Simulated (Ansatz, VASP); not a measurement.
## Be3CdS4 in VASP and in Ansatz

INCAR

```
ALGO = Normal
EDIFF = 1E-6
ENCUT = 520
GGA = PE
ISIF = 2
ISMEAR = 0
LASPH = T
LCHARG = F
LREAL = F
LWAVE = F
NBANDS = 31
NELM = 100
PREC = Accurate
SIGMA = 0.1
```

File KPOINTS:

```
k-points
0
Gamma
  4 4 4
```

File POSCAR:

```
Be3CdS4
1.0
    5.1668664639      0.0000000000      0.0000000000
    0.0000000000      5.1668664639      0.0000000000
   -2.5834332319     -2.5834332319      5.0645272927
Be Cd S
3 1 4
Direct
    0.7500000000      0.2500000000      0.5000000000
    0.2500000000      0.7500000000      0.5000000000
    0.5000000000      0.5000000000      0.0000000000
    0.0000000000      0.0000000000      0.0000000000
    0.5809652873      0.5809652873      0.7241592960
    0.1431940087      0.1431940087      0.7241592960
    0.4190347127      0.8568059913      0.2758407040
    0.8568059913      0.4190347127      0.2758407040
```

Input for Ansatz:

```yaml
crystal:
  lattice:
    - [5.1668664639, 0.0, 0.0]
    - [0.0, 5.1668664639, 0.0]
    - [-2.5834332319, -2.5834332319, 5.0645272927]
  atoms:
    - { symbol: Be, position: [0.75, 0.25, 0.5] }
    - { symbol: Be, position: [0.25, 0.75, 0.5] }
    - { symbol: Be, position: [0.5, 0.5, 0.0] }
    - { symbol: Cd, position: [0.0, 0.0, 0.0] }
    - { symbol: S, position: [0.5809652873, 0.5809652873, 0.724159296] }
    - { symbol: S, position: [0.1431940087, 0.1431940087, 0.724159296] }
    - { symbol: S, position: [0.4190347127, 0.8568059913, 0.275840704] }
    - { symbol: S, position: [0.8568059913, 0.4190347127, 0.275840704] }
basis:
  ecutwfc: 420
kpoints:
  mp_grid: { grid: [4, 4, 4] }
hamiltonian:
  xc: pbe
scf:
  occupations: { method: gaussian, width: 0.1 }
  lower_state_search: "off"
output:
  forces: true
  stress: true
  eigenvalues: true
```

Alike in both runs: task single point; functional PBE; k mesh 4 × 4 × 4; occupations gaussian, width 0.1 eV; no spin polarisation.

|  | VASP | Ansatz |
| --- | --- | --- |
| version | VASP 6.6.1 | Ansatz 0.2.0 |
| potentials or method | VASP PAW PBE potentials, release 64 (Be, Cd, S), cutoff 520 eV | scalar-relativistic, plane waves, PAW |
| valence electrons in the cell | 42 | 50 |

Ansatz gave:

- gap on the k mesh at the Fermi level (eV): 3.20
- least direct gap on the mesh (eV): 3.20
- pressure (GPa): 0.0
- rms of the force components (eV/Å): 0.000

Estimate VASP's values.

gap on the k mesh at the Fermi level (eV): 3.21; least direct gap on the mesh (eV): 3.21; pressure (GPa): 0.1; rms of the force components (eV/Å): 0.016.

Atom by atom the forces differ by 0.016 eV/Å (rms over components). With one functional, cell and mesh, what is left measures potentials, basis and numerics. VASP's potentials hold 42 valence electrons a cell and Ansatz's 50, so a difference there can come from the potentials and not from the codes.
